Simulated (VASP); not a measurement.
**Te: single point with LDA**

Te:

```
Te
1.0
     4.45400    0.00000    0.00000
    -2.22700    3.85728    0.00000
     0.00000    0.00000    5.92400
Te
3
Direct
  0.26900 0.00000 0.33333
  0.00000 0.26900 0.66667
  0.73100 0.73100 0.00000
```

```
Program                : VASP 6.6.1
Task                   : single point
Functional             : LDA
Potentials or basis    : VASP PAW LDA potentials, release 64 (Te)
Cutoff                 : 500 eV
k mesh                 : 6 × 6 × 4
Occupations            : gaussian, width 0.1 eV
Spin                   : no spin polarisation
Dipole correction      : no
Further INCAR settings : ALGO = Normal; EDIFF = 1e-06; NBANDS = 16
```

The pressure is -1.8 GPa, the largest force is 0.074 eV/Å and the band gap on the k mesh is 0.12 eV.

Forces on the atoms (eV/Å):
```
Te   0.074  0.000  0.000
Te  -0.037  0.065  0.000
Te  -0.037 -0.065  0.000
```

Stress tensor (GPa, compression positive):
```
-1.85  0.00  0.00
 0.00 -1.85  0.00
 0.00  0.00 -1.75
```

Levels at points of the mesh, in eV from the valence-band top:
```
           k point  band 7  band 8  band 9  band 10  band 11  band 12
(0.00, 0.00, 0.00)   -1.68   -1.68   -0.84     0.97     0.97     1.56
(0.50, 0.00, 0.00)   -3.54   -1.03   -0.81     0.80     0.86     2.86
(0.00, 0.00, 0.50)   -1.31   -1.02   -1.02     0.42     0.42     0.45
(0.50, 0.00, 0.50)   -2.47   -2.12   -0.21     0.70     1.92     2.52
```

Wall time 20 s on 1 thread of Intel Xeon 8259CL, on a shared host, peak memory 0.19 GiB.

Caveat: spin-orbit coupling is left out, which moves the levels of the heavy elements. A k mesh can miss the band edges.
